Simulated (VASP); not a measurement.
Input of a VASP 6.6.1 run:

INCAR

```
PREC = Accurate ; ENCUT = 500
EDIFF = 1E-6 ; ISMEAR = 0
SIGMA = 0.01 ; LREAL = F
LASPH = T ; NELM = 120
ALGO = Normal ; ISIF = 2
LWAVE = F ; LCHARG = F
GGA = PE ; NBANDS = 18
GGA_COMPAT = F
```

Contents of KPOINTS:

```
Automatic mesh
0
Gamma
  2 2 2
```

Contents of POSCAR:

```
PtS2
1.0
    3.4503961500      0.0000000000      0.0000000000
   -1.7251980800      2.9881020400      0.0000000000
    0.0000000000      0.0000000000      4.9124284200
Pt S
1 2
Direct
    0.0000000000      0.0000000000      0.0000000000
    0.3450000000      0.6670000000      0.2300000000
    0.6670000000      0.3250000000      0.7800000000
```

Potentials or basis: VASP PAW PBE potentials, release 64 (Pt, S).

The run is started by

```bash
$ cat potpaw_PBE.64/Pt/POTCAR potpaw_PBE.64/S/POTCAR > POTCAR
$ mpirun -np 1 vasp_std > vasp.out
```

Q: Predict the band gap on the k mesh.

A: 2.13 eV, indirect (least direct gap 2.84 eV).

Q: Estimate the largest force.

A: 1.618 eV/Å.

Q: Predict the pressure.

A: 23.0 GPa.

Stress tensor (GPa, compression positive):
```
25.45  0.45 -1.17
 0.45 24.01 -1.45
-1.17 -1.45 19.49
```

Caveat: the k points lie up to 1.05 Å⁻¹ apart; spin-orbit coupling is left out, which moves the levels of the heavy elements; forces of over 1 eV/Å act on the atoms, so gaps and moduli don't describe the material at rest. Expect the measured gap to be larger: semilocal functionals such as PBE lack the derivative discontinuity.
